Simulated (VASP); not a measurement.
Input of a VASP 6.6.1 run:

File POSCAR:

```
YSn3
1.0
    0.0000000000      3.8207880000      3.8207880000
    3.8207880000      0.0000000000      3.8207880000
    3.8207880000      3.8207880000      0.0000000000
Y Sn
1 3
Direct
    0.0000000000      0.0000000000      0.0000000000
    0.5000000000      0.5000000000      0.5000000000
    0.2500000000      0.2500000000      0.2500000000
    0.7500000000      0.7500000000      0.7500000000
```

File INCAR.step1:

```
ALGO = Normal
EDIFF = 1E-4
ENCUT = 600
GGA = PE
ISMEAR = -1
LASPH = T
LCHARG = F
LREAL = F
LWAVE = T
NELM = 80
PREC = Accurate
SIGMA = 0.1
```

File INCAR.step2:

```
ALGO = Normal
EDIFF = 1E-7
EDIFFG = -0.01
ENCUT = 600
IBRION = 2
ISIF = 3
ISMEAR = -1
ISTART = 1
LASPH = T
LCHARG = F
LMIXTAU = T
LREAL = F
LWAVE = F
METAGGA = R2SCAN
NELM = 80
NSW = 80
PREC = Accurate
PSTRESS = 200.0
SIGMA = 0.1
```

File KPOINTS:

```
k-points
0
Gamma
  5 5 5
```

Potentials or basis: VASP PAW PBE potentials, release 64 (Y_sv, Sn_d).

Run with:

```bash
$ cat potpaw_PBE.64/Y_sv/POTCAR potpaw_PBE.64/Sn_d/POTCAR > POTCAR
$ cp INCAR.step1 INCAR
$ mpirun -np 1 vasp_std > vasp.out
$ cp INCAR.step2 INCAR
$ mpirun -np 1 vasp_std > vasp.out
```

Problem. What does it give for the relaxed volume?

Solution. 22.08 Å³/atom.

Problem. What does it give for the space group after relaxing (to 0.1 Å)?

Solution. Fm-3m (No. 225).

The path:
```tsv
step	energy change (eV)	largest force (eV/Å)	pressure (GPa)	volume (Å³)
1	0.0000	0.0000	-0.57	111.55
2	9.1361	0.0000	100.93	63.16
3	0.9167	0.0000	17.42	90.13
4	1.0665	0.0000	19.26	88.82
5	1.1279	0.0000	20.02	88.32
```

Caveat: the cell is relaxed towards a set pressure, so the run minimises the enthalpy, not the energy; the volume moved by over 15 % at a fixed basis, so the end points are rough; the PAW data sets were made with another functional, which shifts forces and pressure a little.
